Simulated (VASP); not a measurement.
# PtS2 (P1) in VASP: a series of runs

Runs on PtS2. Level: PBEsol. Tasks: single point.

All numbers are computed with VASP 6.6.1; they aren't measurements. Logs are shortened: lines on timing, memory, paths and dates and some standing lists are left out, and cuts for length are marked.

## 1. The cell of the first run

The typed cell holds 3 atoms: a = 3.543 Å, b = 3.543 Å, c = 5.039 Å, α = 90.00°, β = 90.00°, γ = 120.00°.

## 2. Single point, PBEsol (all S atoms moved -0.200 Å, as atom 2 along Cartesian [1 -1 0])

The input, INCAR:

```
SYSTEM = PtS2
ALGO = Normal
EDIFF = 1E-6
ENCUT = 520
GGA = PS
ISIF = 2
ISMEAR = 0
LASPH = .TRUE.
LCHARG = .FALSE.
LREAL = .FALSE.
LWAVE = .FALSE.
NBANDS = 18
NELM = 80
PREC = Accurate
SIGMA = 0.05
```

The input, KPOINTS:

```
k-points
0
G
  12 12 8
  0 0 0
```

The input, POSCAR:

```
PtS2
1.0
    3.5431994758      0.0000000000      0.0000000000
   -1.7715997379      3.0685007567      0.0000000000
    0.0000000000      0.0000000000      5.0388000000
Pt S
1 2
Direct
    0.0000000000      0.0000000000      0.0000000000
    0.3164639195      0.7127547623      0.2500000000
    0.6497972529      0.3794214289      0.7500000000
```

Potentials or basis: VASP PAW PBE potentials, release 64 (Pt, S).

Command:

```sh
cat potpaw_PBE.64/Pt/POTCAR potpaw_PBE.64/S/POTCAR > POTCAR
mpirun -np 1 vasp_std > vasp.out
```

OUTCAR:

```text
SYSTEM = PtS2
   EDIFF = 1E-6
   ENCUT = 520
   GGA = PS
   ISIF = 2
   ISMEAR = 0
   LASPH = .TRUE.
   LREAL = .FALSE.
   NELM = 80
   PREC = Accurate

 ion  position               nearest neighbor table
   1  0.000  0.000  0.000-   2 2.24   3 2.29   3 2.37   2 2.45   2 2.53   3 2.57
   2  0.316  0.713  0.250-   1 2.24   1 2.45   1 2.53
   3  0.650  0.379  0.750-   1 2.29   1 2.37   1 2.57

  LATTYP: Found a hexagonal cell.
 ALAT       =     3.5431994758
 C/A-ratio  =     1.4221045229

  Lattice vectors:

 A1 = (   3.5431994758,   0.0000000000,   0.0000000000)
 A2 = (  -1.7715997379,   3.0685007567,   0.0000000000)
 A3 = (   0.0000000000,   0.0000000000,   5.0388000000)

Analysis of symmetry for initial positions (statically):
=====================================================================
 Subroutine PRICEL returns:
 Original cell was already a primitive cell.

 Routine SETGRP: Setting up the symmetry group for a
 hexagonal supercell.

 Subroutine GETGRP returns: Found  1 space group operations
 (whereof  1 operations were pure point group operations)
 out of a pool of 24 trial point group operations.

The static configuration has the point symmetry C_1 .

Analysis of symmetry for dynamics (positions and initial velocities):
=====================================================================
 Subroutine PRICEL returns:
 Original cell was already a primitive cell.

 Routine SETGRP: Setting up the symmetry group for a
 hexagonal supercell.

 Subroutine GETGRP returns: Found  1 space group operations
 (whereof  1 operations were pure point group operations)
 out of a pool of 24 trial point group operations.

The dynamic configuration has the point symmetry C_1 .

 Subroutine INISYM returns: Found  1 space group operations
 (whereof  1 operations are pure point group operations),
 and found     1 'primitive' translations

----------------------------------------------------------------------------------------

                                     Primitive cell

  volume of cell :      54.7834

  direct lattice vectors                    reciprocal lattice vectors
     3.543199476  0.000000000  0.000000000     0.282230794  0.162946025  0.000000000
    -1.771599738  3.068500757  0.000000000     0.000000000  0.325892049  0.000000000
     0.000000000  0.000000000  5.038800000     0.000000000  0.000000000  0.198459951

  length of vectors
     3.543199476  3.543199476  5.038800000     0.325892049  0.325892049  0.198459951

  position of ions in fractional coordinates (direct lattice)
     0.000000000  0.000000000  0.000000000
     0.316463920  0.712754762  0.250000000
     0.649797253  0.379421429  0.750000000

  ion indices of the primitive-cell ions
   primitive index   ion index
                 1           1
                 2           2
                 3           3

----------------------------------------------------------------------------------------

 KPOINTS: k-points

Automatic generation of k-mesh.
 Grid dimensions read from file:
 generate k-points for:   12   12    8

 Generating k-lattice:

  Cartesian coordinates                     Fractional coordinates (reciprocal lattice)
     0.023519233  0.013578835  0.000000000     0.083333333  0.000000000  0.000000000
     0.000000000  0.027157671  0.000000000     0.000000000  0.083333333  0.000000000
     0.000000000  0.000000000  0.024807494     0.000000000  0.000000000  0.125000000

  Length of vectors
     0.027157671  0.027157671  0.024807494

  Shift w.r.t. Gamma in fractional coordinates (k-lattice)
     0.000000000  0.000000000  0.000000000

 Subroutine IBZKPT returns following result:
 ===========================================

 Found    580 irreducible k-points:

 Following reciprocal coordinates:
            Coordinates               Weight
  0.000000  0.000000  0.000000      1.000000
  0.083333  0.000000  0.000000      2.000000
  0.000000  0.083333  0.000000      2.000000
 -0.083333  0.083333  0.000000      2.000000
  0.166667  0.000000  0.000000      2.000000
  0.000000  0.166667  0.000000      2.000000
[... 16 lines left out ...]
  0.166667  0.083333  0.000000      2.000000
 -0.083333  0.250000  0.000000      2.000000
 [... further k-points ...]
   k-points           NKPTS =    580   k-points in BZ     NKDIM =    580   number of bands    NBANDS=     18
   number of dos      NEDOS =    301   number of ions     NIONS =      3
   total plane-waves  NPLWV =  31360
   dimension x,y,z NGX =    28 NGY =   28 NGZ =   40
   dimension x,y,z NGXF=    56 NGYF=   56 NGZF=   80
   ions per type =               1   2
   NGX,Y,Z   is equivalent  to a cutoff of  13.14, 13.14, 13.20 a.u.
   NGXF,Y,Z  is equivalent  to a cutoff of  26.28, 26.28, 26.39 a.u.
 SYSTEM =  PtS2
   PREC   = accura    normal or accurate (medium, high low for compatibility)
   ISTART =      0    job   : 0-new  1-cont  2-samecut
   ICHARG =      2    charge: 1-file 2-atom 10-const
   ISPIN  =      1    spin polarized calculation?
   LNONCOLLINEAR =      F non collinear calculations
   LSORBIT =      F    spin-orbit coupling
   LASPH  =      T    aspherical Exc in radial PAW
   ENCUT  =  520.0 eV  38.22 Ry    6.18 a.u.   6.59  6.59  9.37*2*pi/ulx,y,z
   NELM   =     80;   NELMIN=  2; NELMDL= -5     # of ELM steps
   EDIFF  = 0.1E-05   stopping-criterion for ELM
   LREAL  =      F    real-space projection
   EDIFFG = 0.1E-04   stopping-criterion for IOM
   NSW    =      0    number of steps for IOM
   IBRION =     -1    ionic relax: 0-MD 1-quasi-New 2-CG
   NFREE  =      0    steps in history (QN), initial steepest desc. (CG)
   ISIF   =      2    stress and relaxation
   ISYM   =      2    0-nonsym 1-usesym 2-fastsym
   POTIM  = 0.5000    time-step for ionic-motion
   TEBEG  =    0.0;   TEEND  =   0.0 temperature during run
   PSTRESS=    0.0 pullay stress
   NELECT =      22.0000    total number of electrons
   NUPDOWN=      -1.0000    fix difference up-down
   EMIN   =  10.00;   EMAX   =-10.00  energy-range for DOS
   EFERMI =   0.00;   METHOD = LEGACY
   ISMEAR =     0;   SIGMA  =   0.05  broadening in eV -4-tet -1-fermi 0-gaus
   EFERMI_NEDOS =   21; number of points for ismear=-14 and -15
   IALGO  =     38    algorithm
   IMIX   =      4    mixing-type and parameters
     AMIX     =   0.40;   BMIX     =  1.00
     AMIX_MAG =   1.60;   BMIX_MAG =  1.00
  volume/ion in A,a.u.               =      18.26       123.23
  Fermi-wavevector in a.u.,A,eV,Ry     =   1.207812  2.282434 19.848319  1.458810
  Thomas-Fermi vector in A             =   2.343439
   LORBIT       =      0    0 simple, 1 ext, 2 COOP (PROOUT), +10 PAW based schemes
   GGA     = PS    functional components
   LHFCALC =     F    Hartree Fock is set to
   AEXX    =    0.0000 exact exchange contribution
   IVDW    =     0    specifies the selected vdW correction
   LEPSILON=     F    determine dielectric tensor
   LRPA    =     F    only Hartree local field effects (RPA)
 non-spin polarized calculation
 Gauss-broadening in eV      SIGMA  =   0.05
  energy-cutoff  :      520.00
  volume of cell :       54.78
 maximum number of plane-waves:      1507
   NGX = 13   NGY = 13   NGZ = 19

 number of electron      22.0000001 magnetization

 Free energy of the ion-electron system (eV)
  ---------------------------------------------------
  ext. energy  EPLUGINS =         0.00000000
  ---------------------------------------------------
  free energy    TOTEN  =       -16.64695423 eV

  energy without entropy =      -16.64695423  energy(sigma->0) =      -16.64695423

 E-fermi :   6.9365     XC(G=0): -10.8819

 val. band max:        6.7421603255   @ k =   0.1667  -0.1667   0.2500
 cond. band min:       7.1268392591   @ k =  -0.2500   0.0000   0.3750
 fundamental gap:      0.3846789335
 Fermi energy:         6.9364994583

 k-point     1 :       0.0000    0.0000    0.0000
  band No.  band energies     occupation
      1      -8.5271      2.00000
      2      -5.7356      2.00000
      3      -0.3984      2.00000
      4       0.2919      2.00000
      5       0.3109      2.00000
      6       2.5991      2.00000
[... 10 lines left out ...]
     17      14.9127      0.00000
     18      18.7931      0.00000

 k-point     2 :       0.0833    0.0000    0.0000
  band No.  band energies     occupation
      1      -8.4401      2.00000
      2      -5.7685      2.00000
      3      -0.2997      2.00000
      4       0.2292      2.00000
      5       0.4708      2.00000
      6       2.3672      2.00000
[... 10 lines left out ...]
     17      15.2451      0.00000
     18      17.9493      0.00000

 k-point     3 :       0.0000    0.0833    0.0000
  band No.  band energies     occupation
      1      -8.4401      2.00000
      2      -5.7699      2.00000
      3      -0.3017      2.00000
      4       0.2634      2.00000
      5       0.4406      2.00000
      6       2.4080      2.00000
[... 10 lines left out ...]
     17      15.1631      0.00000
     18      17.9684      0.00000

 k-point     4 :      -0.0833    0.0833    0.0000
  band No.  band energies     occupation
      1      -8.4401      2.00000
      2      -5.7713      2.00000
      3      -0.3032      2.00000
      4       0.3197      2.00000
      5       0.3885      2.00000
      6       2.4913      2.00000
[... 10 lines left out ...]
     17      15.0484      0.00000
     18      17.9285      0.00000

 k-point     5 :       0.1667    0.0000    0.0000
  band No.  band energies     occupation
      1      -8.1885      2.00000
      2      -5.8591      2.00000
      3      -0.0290      2.00000
      4       0.2789      2.00000
      5       0.6943      2.00000
      6       1.9938      2.00000
[... 10 lines left out ...]
     17      15.8059      0.00000
     18      16.5037      0.00000

 k-point     6 :       0.0000    0.1667    0.0000
  band No.  band energies     occupation
      1      -8.1885      2.00000
      2      -5.8637      2.00000
      3      -0.0340      2.00000
      4       0.3414      2.00000
      5       0.6506      2.00000
      6       2.0245      2.00000
[... 10 lines left out ...]
     17      15.7439      0.00000
     18      16.4757      0.00000

 k-point     7 :      -0.1667    0.1667    0.0000
  band No.  band energies     occupation
      1      -8.1884      2.00000
      2      -5.8686      2.00000
      3      -0.0367      2.00000
      4       0.4406      2.00000
      5       0.5701      2.00000
      6       2.0853      2.00000
[... 10 lines left out ...]
     17      15.6688      0.00000
     18      16.4483      0.00000

 k-point     8 :       0.2500   -0.0000    0.0000
  band No.  band energies     occupation
      1      -7.8024      2.00000
      2      -5.9873      2.00000
      3       0.2481      2.00000
      4       0.5188      2.00000
      5       0.8339      2.00000
      6       1.6405      2.00000
[... 10 lines left out ...]
     17      15.4042      0.00000
     18      16.0639      0.00000
[... 229 lines left out ...]
     17      14.6727      0.00000
     18      17.9393      0.00000

 k-point    20 :       0.0833    0.0833    0.0000
  band No.  band energies     occupation
      1      -8.2708      2.00000
      2      -5.8300      2.00000
      3      -0.1120      2.00000
      4       0.2483      2.00000
      5       0.6360      2.00000
      6       2.1019      2.00000
[... 10 lines left out ...]
     17      15.7089      0.00000
     18      16.7991      0.00000

 k-point    21 :      -0.0833    0.1667    0.0000
  band No.  band energies     occupation
      1      -8.2706      2.00000
      2      -5.8375      2.00000
      3      -0.1217      2.00000
      4       0.3990      2.00000
      5       0.5075      2.00000
      6       2.2965      2.00000
[... 10 lines left out ...]
     17      15.5740      0.00000
     18      16.8388      0.00000

 k-point    22 :      -0.1667    0.0833    0.0000
  band No.  band energies     occupation
      1      -8.2706      2.00000
      2      -5.8339      2.00000
      3      -0.1165      2.00000
      4       0.3051      2.00000
      5       0.5915      2.00000
      6       2.1707      2.00000
[... 10 lines left out ...]
     17      15.6452      0.00000
     18      16.8143      0.00000

 k-point    23 :       0.1667    0.0833    0.0000
  band No.  band energies     occupation
      1      -7.9516      2.00000
      2      -5.9368      2.00000
      3       0.1786      2.00000
      4       0.3965      2.00000
      5       0.8173      2.00000
      6       1.7665      2.00000
[... 10 lines left out ...]
     17      15.5850      0.00000
     18      16.2788      0.00000

 k-point    24 :      -0.0833    0.2500    0.0000
  band No.  band energies     occupation
      1      -7.9507      2.00000
      2      -5.9502      2.00000
      3       0.1898      2.00000
      4       0.5204      2.00000
      5       0.7238      2.00000
      6       1.8624      2.00000
[... 10 lines left out ...]
     17      15.6994      0.00000
     18      16.1499      0.00000

 [... further k-points ...]
[... 5 lines left out ...]
  --------------------------------------------------------------------------------------
  -------------------------------------------------------------------------------------
  Total        0.2233226      0.1943744     -0.7258087     -0.3593199     -0.0020338      0.7048027
  in kB        6.5312197      5.6846102    -21.2267634    -10.5085510     -0.0594792     20.6124299
  external PRESSURE =      -3.0036445 kB  Pullay stress =       0.0000000 kB

 VOLUME and BASIS-vectors are now :
 -----------------------------------------------------------------------------
  energy-cutoff  :      520.00
  volume of cell :       54.78
      direct lattice vectors                 reciprocal lattice vectors
     3.543199476  0.000000000  0.000000000     0.282230794  0.162946025  0.000000000
    -1.771599738  3.068500757  0.000000000     0.000000000  0.325892049  0.000000000
     0.000000000  0.000000000  5.038800000     0.000000000  0.000000000  0.198459951

 POSITION                                       TOTAL-FORCE (eV/Angst)
 -----------------------------------------------------------------------------------
      0.00000      0.00000      0.00000        -2.272132      2.268108     -0.087238
     -0.14142      2.18709      1.25970         1.417169     -1.134772     -0.185566
      1.63018      1.16425      3.77910         0.854963     -1.133336      0.272804
 -----------------------------------------------------------------------------------
    total drift:                               -0.000025      0.000017      0.000037

  FREE ENERGIE OF THE ION-ELECTRON SYSTEM (eV)
  ---------------------------------------------------
  free  energy   TOTEN  =       -16.6469542298 eV

  energy  without entropy=      -16.6469542297  energy(sigma->0) =      -16.64695423
```

Wall time 12 min (1 thread of Oxide Virtual Turin-like, shared host); peak memory 0.58 GiB.

What came out:

* Free energy: -16.6470 eV
* Pressure: -0.3 GPa
* Largest force: 3.212 eV/Å
* Band gap on the k mesh: 0.38 eV (least direct gap 0.77 eV)

Forces on the atoms (eV/Å):
```
Pt  -2.272  2.268 -0.087
S    1.417 -1.135 -0.186
S    0.855 -1.133  0.273
```

Caveat: the cell differs from its parent crystal (all S atoms moved -0.200 Å, as atom 2 along Cartesian [1 -1 0]); the PAW data sets were made with another functional, which shifts forces and pressure a little; spin-orbit coupling is left out, which moves the levels of the heavy elements. A k mesh can miss the band edges.

## 3. Single point, PBEsol (all S atoms moved +0.150 Å, as atom 2 along Cartesian [1 -1 0])

The input, INCAR:

```
PREC = Accurate
ENCUT = 520
EDIFF = 1E-6
ISMEAR = 0
SIGMA = 0.05
LREAL = F
LASPH = T
NELM = 100
ALGO = Normal
ISIF = 2
LWAVE = F
LCHARG = F
GGA = PS
NBANDS = 18
```

The input, KPOINTS:

```
regular mesh
0
Gamma
  12 12 8
```

The input, POSCAR:

```
PtS2
1.0
    3.5431994758      0.0000000000      0.0000000000
   -1.7715997379      3.0685007567      0.0000000000
    0.0000000000      0.0000000000      5.0388000000
Pt S
1 2
Direct
    0.0000000000      0.0000000000      0.0000000000
    0.3459853937      0.6321005950      0.2500000000
    0.6793187270      0.2987672616      0.7500000000
```

Potentials or basis: VASP PAW PBE potentials, release 64 (Pt, S).

Command:

```sh
cat potpaw_PBE.64/Pt/POTCAR potpaw_PBE.64/S/POTCAR > POTCAR
mpirun -np 1 vasp_std > vasp.out
```

Wall time 7.6 min (1 thread of Oxide Virtual Turin-like, shared host); peak memory 0.57 GiB.

The run converged. Its results:

```yaml
Free_energy: -16.7868 eV
Pressure: -1.5 GPa
Largest_force: 2.388 eV/Å
Band_gap_on_the_k_mesh: 0.47 eV (least direct gap 0.76 eV)
```

Forces in eV/Å, atoms in the order of the input:
```
Pt   1.689 -1.688  0.036
S   -0.688  0.844 -0.410
S   -1.001  0.844  0.374
```

Stress tensor (GPa, compression positive):
```
-0.64 -0.61  1.15
-0.61 -0.66  0.00
 1.15  0.00 -3.22
```

Levels at points of the mesh, in eV from the valence-band top:
```
           k point  band 9  band 10  band 11  band 12  band 13  band 14
(0.00, 0.00, 0.00)   -0.88    -0.78    -0.05     1.75     1.82     4.52
(0.50, 0.00, 0.00)   -3.02    -2.97    -2.29     1.26     2.26     5.20
(0.00, 0.50, 0.00)   -3.01    -2.92    -2.36     1.25     2.36     5.28
(0.50, 0.50, 0.00)   -2.95    -2.90    -2.43     1.25     2.46     5.36
(0.00, 0.00, 0.50)   -1.44    -1.20    -0.97     2.34     2.42     5.56
(0.50, 0.00, 0.50)   -2.96    -2.12    -1.39     1.21     2.02     4.88
(0.00, 0.50, 0.50)   -2.89    -2.25    -1.39     1.31     2.08     4.88
(0.50, 0.50, 0.50)   -2.73    -2.47    -1.38     1.42     2.13     4.88
```

Caveat: the cell differs from its parent crystal (all S atoms moved +0.150 Å, as atom 2 along Cartesian [1 -1 0]); the PAW data sets were made with another functional, which shifts forces and pressure a little; spin-orbit coupling is left out, which moves the levels of the heavy elements. A k mesh can miss the band edges.
